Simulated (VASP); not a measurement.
# SiMo6 in VASP: further runs

Runs on SiMo6. Level: PBEsol. Tasks: single point.

All numbers are computed with VASP 6.6.1; they aren't measurements. Logs are shortened: lines on timing, memory, paths and dates and some standing lists are left out, and cuts for length are marked.

## Step 1: The cell of the first run

The cell holds a slab with vacuum, 7 atoms: a = 4.426 Å, b = 4.426 Å, c = 19.725 Å, α = 90.00°, β = 90.00°, γ = 120.00°.

## Step 2: Single point, PBEsol

The input, INCAR:

```
PREC = Accurate
ENCUT = 520
EDIFF = 1E-7
ISMEAR = 0
SIGMA = 0.1
LREAL = F
LASPH = T
NELM = 100
ALGO = Normal
ISIF = 2
LWAVE = F
LCHARG = T
LDIPOL = T
IDIPOL = 3
DIPOL = 0.5 0.5 0.339
GGA = PS
LELF = T
LVHAR = T
LVACPOTAV = T
NBANDS = 53
```

The input, KPOINTS:

```
Automatic mesh
0
Gamma
  6 6 1
```

The input, POSCAR:

```
SiMo6
1.0
    4.4256825773      0.0000000000      0.0000000000
   -2.2128412886      3.8327535410      0.0000000000
    0.0000000000      0.0000000000     19.7247696212
Mo Si
6 1
Direct
    0.6666666666      0.3333333333      0.2027907082
    0.3333333333      0.6666666667      0.2485904154
    0.0000000000      0.0000000000      0.2943901226
    0.6666666666      0.3333333333      0.3368101106
    0.3333333333      0.6666666667      0.3772266206
    0.0000000000      0.0000000000      0.4169767140
    0.2222222222      0.4444444444      0.4983566026
```

Potentials or basis: VASP PAW PBE potentials, release 64 (Mo_sv, Si).

Command:

```bash
$ cat potpaw_PBE.64/Mo_sv/POTCAR potpaw_PBE.64/Si/POTCAR > POTCAR
$ mpirun -np 1 vasp_std > vasp.out
```

OUTCAR:

```text
PREC = Accurate
   ENCUT = 520
   EDIFF = 1E-7
   ISMEAR = 0
   LREAL = F
   LASPH = T
   NELM = 100
   ISIF = 2
   GGA = PS

 ion  position               nearest neighbor table
   1  0.667  0.333  0.203-   4 2.64   2 2.71   2 2.71   2 2.71   3 3.13   3 3.13   3 3.13
   2  0.333  0.667  0.249-   5 2.54   3 2.71   1 2.71   1 2.71   3 2.71   3 2.71   1 2.71   4 3.09
                             4 3.09   4 3.09
   3  0.000  0.000  0.294-   6 2.42   4 2.69   4 2.69   4 2.69   2 2.71   2 2.71   2 2.71   5 3.03
                             5 3.03   5 3.03   1 3.13   1 3.13   1 3.13
   4  0.667  0.333  0.337-   1 2.64   5 2.68   5 2.68   5 2.68   3 2.69   3 2.69   3 2.69   6 3.00
                             6 3.00   6 3.00   2 3.09   2 3.09   2 3.09
   5  0.333  0.667  0.377-   7 2.54   2 2.54   6 2.67   6 2.67   6 2.67   4 2.68   4 2.68   4 2.68
                             3 3.03   3 3.03   3 3.03
   6  0.000  0.000  0.417-   7 2.34   3 2.42   5 2.67   5 2.67   5 2.67   4 3.00   4 3.00   4 3.00

   7  0.222  0.444  0.498-   6 2.34   5 2.54

  LATTYP: Found a hexagonal cell.
 ALAT       =     4.4256825773
 C/A-ratio  =     4.4568875595

  Lattice vectors:

 A1 = (   4.4256825773,   0.0000000000,   0.0000000000)
 A2 = (  -2.2128412886,   3.8327535410,   0.0000000000)
 A3 = (   0.0000000000,   0.0000000000,  19.7247696212)

Analysis of symmetry for initial positions (statically):
=====================================================================
 Subroutine PRICEL returns:
 Original cell was already a primitive cell.

 Routine SETGRP: Setting up the symmetry group for a
 hexagonal supercell.

 Subroutine GETGRP returns: Found  2 space group operations
 (whereof  2 operations were pure point group operations)
 out of a pool of 24 trial point group operations.

The static configuration has the point symmetry C_1h.

Analysis of symmetry for dynamics (positions and initial velocities):
=====================================================================
 Subroutine PRICEL returns:
 Original cell was already a primitive cell.

 Routine SETGRP: Setting up the symmetry group for a
 hexagonal supercell.

 Subroutine GETGRP returns: Found  2 space group operations
 (whereof  2 operations were pure point group operations)
 out of a pool of 24 trial point group operations.

The dynamic configuration has the point symmetry C_1h.

 Subroutine INISYM returns: Found  2 space group operations
 (whereof  2 operations are pure point group operations),
 and found     1 'primitive' translations

----------------------------------------------------------------------------------------

                                     Primitive cell
[... 102 lines left out ...]
   EMIN   =  10.00;   EMAX   =-10.00  energy-range for DOS
   EFERMI =   0.00;   METHOD = LEGACY
   ISMEAR =     0;   SIGMA  =   0.10  broadening in eV -4-tet -1-fermi 0-gaus
   EFERMI_NEDOS =   21; number of points for ismear=-14 and -15
   IALGO  =     38    algorithm
   IMIX   =      4    mixing-type and parameters
     AMIX     =   0.40;   BMIX     =  1.00
     AMIX_MAG =   1.60;   BMIX_MAG =  1.00
  volume/ion in A,a.u.               =      47.80       322.55
  Fermi-wavevector in a.u.,A,eV,Ry     =   1.048901  1.982136 14.969052  1.100194
  Thomas-Fermi vector in A             =   2.183842
   LORBIT       =      0    0 simple, 1 ext, 2 COOP (PROOUT), +10 PAW based schemes
   GGA     = PS    functional components
   LHFCALC =     F    Hartree Fock is set to
   AEXX    =    0.0000 exact exchange contribution
   IVDW    =     0    specifies the selected vdW correction
   LEPSILON=     F    determine dielectric tensor
   LRPA    =     F    only Hartree local field effects (RPA)
 non-spin polarized calculation
 Gauss-broadening in eV      SIGMA  =   0.10
  energy-cutoff  :      520.00
  volume of cell :      334.58
 maximum number of plane-waves:      9055
 NGX is ok and might be reduce to    36
   NGX = 17   NGY = 17   NGZ = 73

 dipolmoment           0.000000      0.000000     -0.038568 electrons x Angstroem

 number of electron      88.0000012 magnetization

 dipolmoment           0.000000      0.000000      0.123839 electrons x Angstroem

 Free energy of the ion-electron system (eV)
  ---------------------------------------------------
  ext. energy  EPLUGINS =         0.00000000
  ---------------------------------------------------
  free energy    TOTEN  =       -68.54530937 eV

  energy without entropy =      -68.48908575  energy(sigma->0) =      -68.51719756

 E-fermi :   0.9919     XC(G=0):  -5.4693

 val. band max:        0.9782478186   @ k =   0.1667   0.1667   0.0000
 cond. band min:       0.9919446433   @ k =   0.5000   0.0000   0.0000
 fundamental gap:      0.0136968247
 Fermi energy:         0.9919030461

 k-point     1 :       0.0000    0.0000    0.0000
  band No.  band energies     occupation
      1     -59.9947      2.00000
      2     -59.7439      2.00000
      3     -59.6932      2.00000
      4     -59.6195      2.00000
      5     -59.5378      2.00000
      6     -59.3621      2.00000
[... 717 lines left out ...]
     52       2.5467      0.00000
     53       2.9449      0.00000

------------------------ aborting loop because EDIFF is reached ----------------------------------------

  FORCE on cell =-STRESS in cart. coord.  units (eV):
  Direction    XX          YY          ZZ          XY          YZ          ZX
  --------------------------------------------------------------------------------------
  -------------------------------------------------------------------------------------
  Total       -5.5744134     -2.3901105     -0.2928667     -0.0000000      2.3577637      0.0000000
  in kB      -26.6935699    -11.4452548     -1.4024181     -0.0000000     11.2903595      0.0000000
  external PRESSURE =     -13.1804143 kB  Pullay stress =       0.0000000 kB

 VOLUME and BASIS-vectors are now :
 -----------------------------------------------------------------------------
  energy-cutoff  :      520.00
  volume of cell :      334.58
      direct lattice vectors                 reciprocal lattice vectors
     4.425682577  0.000000000  0.000000000     0.225953846  0.130454514  0.000000000
    -2.212841289  3.832753541  0.000000000     0.000000000  0.260909028  0.000000000
     0.000000000  0.000000000 19.724769621     0.000000000  0.000000000  0.050697677

 POSITION                                       TOTAL-FORCE (eV/Angst)
 -----------------------------------------------------------------------------------
      2.21284      1.27758      4.00000         0.000000      0.007797      2.035541
     -0.00000      2.55517      4.90339        -0.000000     -0.101870     -0.784811
      0.00000      0.00000      5.80678         0.000000      0.302839     -1.848030
      2.21284      1.27758      6.64350        -0.000000     -0.327365     -1.302990
     -0.00000      2.55517      7.44071         0.000000      0.309387      1.077889
      0.00000      0.00000      8.22477        -0.000000     -1.754331      0.790229
      0.00000      1.70345      9.82997         0.000000      1.563542      0.032170
 -----------------------------------------------------------------------------------
    total drift:                                0.000001      0.000055     -0.000177

  FREE ENERGIE OF THE ION-ELECTRON SYSTEM (eV)
  ---------------------------------------------------
  free  energy   TOTEN  =       -68.5453093683 eV

  energy  without entropy=      -68.4890857545  energy(sigma->0) =      -68.51719756

 vacuum level on the upper side and lower side of the slab         5.968         4.646
```

Wall time 5.8 min (1 thread of Intel Xeon 6975P-C (Granite Rapids), shared host); peak memory 0.55 GiB.

What came out:

- Free energy: -68.5453 eV
- Largest force: 2.036 eV/Å
- Band gap on the k mesh: zero (bands 44 and 45 overlap by 0.13 eV)

Forces on the atoms (eV/Å):
```
Mo   0.000  0.008  2.036
Mo   0.000 -0.102 -0.785
Mo   0.000  0.303 -1.848
Mo   0.000 -0.327 -1.303
Mo   0.000  0.309  1.078
Mo   0.000 -1.754  0.790
Si   0.000  1.564  0.032
```

Caveat: the PAW data sets were made with another functional, which shifts forces and pressure a little.

## Step 3: Single point, PBEsol

The input, INCAR:

```
SYSTEM = SiMo6
  ALGO = Normal
  DIPOL = 0.5 0.5 0.338
  EDIFF = 1E-7
  ENCUT = 520
  GGA = PS
  IDIPOL = 3
  ISIF = 2
  ISMEAR = 0
  LASPH = .True.
  LCHARG = .False.
  LDIPOL = .True.
  LREAL = .False.
  LWAVE = .False.
  NBANDS = 53
  NELM = 60
  PREC = Accurate
  SIGMA = 0.1
```

The input, KPOINTS:

```
k-points
0
Gamma
  6 6 1
  0 0 0
```

The input, POSCAR:

```
SiMo6
1.0
    4.4256825773      0.0000000000      0.0000000000
   -2.2128412886      3.8327535410      0.0000000000
    0.0000000000      0.0000000000     19.7247696212
Mo Si
6 1
Direct
    0.6666666667      0.3333333333      0.2027907082
    0.3333333333      0.6666666666      0.2485904154
    0.0000000000      0.0000000000      0.2943901226
    0.6666666667      0.3333333333      0.3368101106
    0.3333333333      0.6666666666      0.3772266206
    0.0000000000      0.0000000000      0.4169767140
    0.4444444444      0.2222222222      0.4870501760
```

Potentials or basis: VASP PAW PBE potentials, release 64 (Mo_sv, Si).

Command:

```bash
$ cat potpaw_PBE.64/Mo_sv/POTCAR potpaw_PBE.64/Si/POTCAR > POTCAR
$ mpirun -np 1 vasp_std > vasp.out
```

Run time: 6.4 min. Hardware: 1 thread of Intel Xeon 6975P-C (Granite Rapids), shared host; peak memory 0.55 GiB.

The run converged. Its results:

| Item | Value |
| --- | --- |
| Free energy | -68.8889 eV |
| Largest force | 3.803 eV/Å |
| Band gap on the k mesh | zero (bands 44 and 45 overlap by 0.02 eV) |

Forces in eV/Å, atoms in the order of the input:
```
Mo  -0.040 -0.023  1.939
Mo  -0.040 -0.023 -0.588
Mo   0.281  0.162 -2.384
Mo   0.216  0.125 -0.736
Mo  -0.253 -0.146  2.099
Mo  -3.278 -1.892 -0.370
Si   3.114  1.798  0.040
```

Levels at points of the mesh, in eV from the Fermi level:
```csv
k point,band 41,band 42,band 43,band 44,band 45,band 46,band 47,band 48
"(0.00, 0.00, 0.00)",-1.25,-1.25,-0.78,-0.07,0.29,0.93,1.23,1.24
"(0.50, 0.00, 0.00)",-0.90,-0.69,-0.52,0.02,0.09,0.49,0.58,1.23
"(0.00, 0.50, 0.00)",-1.16,-0.59,-0.42,-0.01,0.09,0.25,0.86,1.36
```

Caveat: the PAW data sets were made with another functional, which shifts forces and pressure a little.

## Step 4: Single point, PBEsol

The input, INCAR:

```
SYSTEM = SiMo6
ALGO     = Normal         ! electronic algorithm
DIPOL    = 0.5 0.5 0.338
EDIFF    = 1E-6           ! SCF threshold, eV
ENCUT    = 520            ! plane-wave cutoff, eV
GGA      = PS             ! functional
IDIPOL   = 3            
ISIF     = 2              ! what is computed and relaxed
ISMEAR   = 0              ! smearing method
LASPH    = .True.         ! aspherical terms in the spheres
LCHARG   = .False.        ! write CHGCAR
LDIPOL   = .True.       
LREAL    = .False.        ! projectors in reciprocal space
LWAVE    = .False.        ! write WAVECAR
NBANDS   = 53             ! bands
NELM     = 100            ! most SCF steps
PREC     = Accurate       ! precision mode
SIGMA    = 0.1            ! smearing width, eV
```

KPOINTS is that of step 3.

The input, POSCAR:

```
SiMo6
1.0
    4.4256825773      0.0000000000      0.0000000000
   -2.2128412886      3.8327535410      0.0000000000
    0.0000000000      0.0000000000     19.7247696212
Mo Si
6 1
Direct
    0.6666666666      0.3333333333      0.2027907082
    0.3333333333      0.6666666667      0.2485904154
    0.0000000000      0.0000000000      0.2943901226
    0.6666666666      0.3333333333      0.3368101106
    0.3333333333      0.6666666667      0.3772266206
    0.0000000000      0.0000000000      0.4169767140
    0.4444444444      0.8888888889      0.4892223457
```

Command:

```bash
$ cat potpaw_PBE.64/Mo_sv/POTCAR potpaw_PBE.64/Si/POTCAR > POTCAR
$ mpirun -np 1 vasp_std > vasp.out
```

Run time: 5.3 min. Hardware: 1 thread of Intel Xeon 6975P-C (Granite Rapids), shared host; peak memory 0.55 GiB.

Results (log left out):

| Quantity | Value |
| --- | --- |
| Free energy | -69.2270 eV |
| Largest force | 2.073 eV/Å |
| Band gap on the k mesh | zero (bands 44 and 45 overlap by 0.14 eV) |

Forces on the atoms (eV/Å):
```
Mo   0.000 -0.140  2.069
Mo   0.000  0.165 -1.072
Mo   0.000 -0.126 -1.585
Mo   0.000  0.391 -1.094
Mo   0.000 -0.908 -0.357
Mo   0.000 -0.319  2.011
Si   0.000  0.937  0.029
```

Levels at points of the mesh, in eV from the Fermi level:
| k point | band 40 | band 41 | band 42 | band 43 | band 44 | band 45 | band 46 | band 47 | band 48 | band 49 |
| --- | --- | --- | --- | --- | --- | --- | --- | --- | --- | --- |
| (0.00, 0.00, 0.00) | -1.38 | -1.23 | -1.21 | -0.70 | -0.40 | -0.05 | 1.10 | 1.28 | 1.28 | 1.54 |
| (0.50, 0.00, 0.00) | -1.19 | -0.86 | -0.59 | -0.44 | -0.10 | 0.09 | 0.56 | 0.77 | 1.11 | 1.43 |
| (0.00, 0.50, 0.00) | -1.50 | -1.03 | -0.70 | -0.40 | 0.05 | 0.12 | 0.38 | 1.34 | 1.41 | 1.52 |

Caveat: the PAW data sets were made with another functional, which shifts forces and pressure a little.

## Step 5: Single point, PBEsol

The input, INCAR:

```
ALGO = Normal ; DIPOL = 0.5 0.5 0.335
EDIFF = 1E-6 ; ENCUT = 520
GGA = PS ; IDIPOL = 3
ISIF = 2 ; ISMEAR = 0
LASPH = T ; LCHARG = F
LDIPOL = T ; LREAL = F
LWAVE = F ; NBANDS = 53
NELM = 100 ; PREC = Accurate
SIGMA = 0.1
```

The input, KPOINTS:

```
k-points
0
Gamma
  6 6 1
```

The input, POSCAR:

```
SiMo6
1.0
    4.4256825773      0.0000000000      0.0000000000
   -2.2128412886      3.8327535410      0.0000000000
    0.0000000000      0.0000000000     19.7247696212
Mo Si
6 1
Direct
    0.6666666667      0.3333333333      0.2027907082
    0.3333333333      0.6666666666      0.2485904154
    0.0000000000      0.0000000000      0.2943901226
    0.6666666667      0.3333333333      0.3368101106
    0.3333333333      0.6666666666      0.3772266206
    0.0000000000      0.0000000000      0.4169767140
    0.8888888889      0.4444444444      0.4698915056
```

Command:

```bash
$ cat potpaw_PBE.64/Mo_sv/POTCAR potpaw_PBE.64/Si/POTCAR > POTCAR
$ mpirun -np 1 vasp_std > vasp.out
```

It took 6 min on 1 thread of Intel Xeon 6975P-C (Granite Rapids), shared host; peak memory 0.55 GiB.

Results (log left out):

```yaml
Free_energy: -70.1842 eV
Largest_force: 2.204 eV/Å
Band_gap_on_the_k_mesh: zero (bands 44 and 45 overlap by 0.02 eV)
```

Forces on the atoms (eV/Å):
```
Mo   0.126  0.073  2.067
Mo  -0.117 -0.068 -0.865
Mo   0.114  0.066 -2.200
Mo  -0.504 -0.291 -1.150
Mo   1.004  0.579  0.729
Mo   0.415  0.239  1.396
Si  -1.038 -0.599  0.023
```

Levels at points of the mesh, in eV from the Fermi level:
```csv
k point,band 40,band 41,band 42,band 43,band 44,band 45,band 46,band 47,band 48,band 49
"(0.00, 0.00, 0.00)",-1.50,-1.33,-1.26,-0.72,-0.72,0.37,0.80,1.23,1.23,1.57
"(0.50, 0.00, 0.00)",-1.50,-1.19,-1.07,-0.49,-0.05,0.11,0.20,1.07,1.38,1.48
"(0.00, 0.50, 0.00)",-1.30,-0.98,-0.64,-0.44,-0.01,0.21,0.44,0.77,1.19,1.42
```

Caveat: the PAW data sets were made with another functional, which shifts forces and pressure a little.

## Step 6: Single point, PBEsol

The input, INCAR:

```
SYSTEM = SiMo6
ALGO = Normal
DIPOL = 0.5 0.5 0.343
EDIFF = 1E-6
ENCUT = 520
GGA = PS
IDIPOL = 3
ISIF = 2
ISMEAR = 0
LASPH = .True.
LCHARG = .False.
LDIPOL = .True.
LREAL = .False.
LWAVE = .False.
NBANDS = 53
NELM = 60
PREC = Accurate
SIGMA = 0.1
```

The input, KPOINTS:

```
k-points
0
Gamma
  6 6 1
  0 0 0
```

The input, POSCAR:

```
SiMo6
1.0
    4.4256825773      0.0000000000      0.0000000000
   -2.2128412886      3.8327535410      0.0000000000
    0.0000000000      0.0000000000     19.7247696212
Mo Si
6 1
Direct
    0.6666666666      0.3333333333      0.2027907082
    0.3333333333      0.6666666667      0.2485904154
    0.0000000000      0.0000000000      0.2943901226
    0.6666666666      0.3333333333      0.3368101106
    0.3333333333      0.6666666667      0.3772266206
    0.0000000000      0.0000000000      0.4169767140
    0.1111111111      0.2222222222      0.5265008495
```

Potentials or basis: VASP PAW PBE potentials, release 64 (Mo_sv, Si).

Command:

```bash
$ cat potpaw_PBE.64/Mo_sv/POTCAR potpaw_PBE.64/Si/POTCAR > POTCAR
$ mpirun -np 1 vasp_std > vasp.out
```

It took 16 min on 1 thread of Intel Xeon 8259CL, shared host; peak memory 0.56 GiB.

The run converged. Its results:

```yaml
Free_energy: -67.3687 eV
Largest_force: 2.352 eV/Å
Band_gap_on_the_k_mesh: zero (bands 44 and 45 overlap by 0.11 eV)
```

Forces in eV/Å, atoms in the order of the input:
```
Mo   0.000  0.035  1.974
Mo   0.000  0.020 -0.440
Mo   0.000  0.093 -2.350
Mo   0.000 -0.225 -0.907
Mo   0.000 -0.407  1.461
Mo   0.000 -0.401  0.240
Si   0.000  0.885  0.022
```

Levels at points of the mesh, in eV from the Fermi level:
```csv
k point,band 42,band 43,band 44,band 45,band 46,band 47
"(0.00, 0.00, 0.00)",-1.21,-1.18,-0.26,0.55,0.59,1.21
"(0.50, 0.00, 0.00)",-0.62,-0.18,-0.03,0.11,0.49,0.64
"(0.00, 0.50, 0.00)",-0.72,-0.23,-0.09,0.12,0.29,0.33
```

Caveat: the PAW data sets were made with another functional, which shifts forces and pressure a little.

## Step 7: Overview

```csv
cell,gap on the mesh (eV),largest force (eV/Å)
"as given, atomic positions A",none,2.04
"as given, atomic positions B",none,3.80
"as given, atomic positions C",none,2.07
"as given, atomic positions D",none,2.20
"as given, atomic positions E",none,2.35
```

Alike in all rows: task single point; level PBEsol; potentials or basis VASP PAW PBE potentials, release 64 (Mo_sv, Si); no spin polarisation; k mesh 6 × 6 × 1; cutoff (eV) 520; smearing gaussian 0.1 eV.

Caveats: the PAW data sets were made with another functional, which shifts forces and pressure a little.

Absolute energies hang on the potentials; compare differences alone.
